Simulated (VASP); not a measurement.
The system is Cu.

```
CELL_PARAMETERS angstrom
0.00000 1.82500 1.82500
1.82500 0.00000 1.82500
1.82500 1.82500 0.00000
ATOMIC_POSITIONS crystal
Cu 0.00000 0.00000 0.00000
```

| Property | Result |
| --- | --- |
| Program | VASP 6.6.1 |
| Task | relaxation of cell and atoms |
| Functional | r2SCAN |
| Dispersion | rVV10 |
| Potentials or basis | VASP PAW PBE potentials, release 64 (Cu) |
| Cutoff | 600 eV |
| k mesh | 10 × 10 × 10 |
| Occupations | gaussian, width 0.1 eV |
| Spin | no spin polarisation |

At the start: pressure -9.5 GPa; volume 12.16 Å³/atom.

How do energy, volume and symmetry change on relaxing?

Over 3 steps the energy falls by 24.7 meV/atom and the volume is 11.37 Å³/atom (-6.5 %); space group Fm-3m (No. 225, to 0.1 Å) before and after.

Step by step:
| step | energy change (eV) | largest force (eV/Å) | pressure (GPa) | volume (Å³) |
| --- | --- | --- | --- | --- |
| 1 | 0.0000 | 0.0000 | -9.54 | 12.16 |
| 2 | -0.0155 | 0.0000 | 6.94 | 10.93 |
| 3 | -0.0247 | 0.0000 | -0.10 | 11.37 |

Final structure:
```
CELL_PARAMETERS angstrom
0.00000 1.78480 1.78480
1.78480 0.00000 1.78480
1.78480 1.78480 0.00000
ATOMIC_POSITIONS crystal
Cu 0.00000 0.00000 0.00000
```

Caveat: the PAW data sets were made with another functional, which shifts forces and pressure a little.
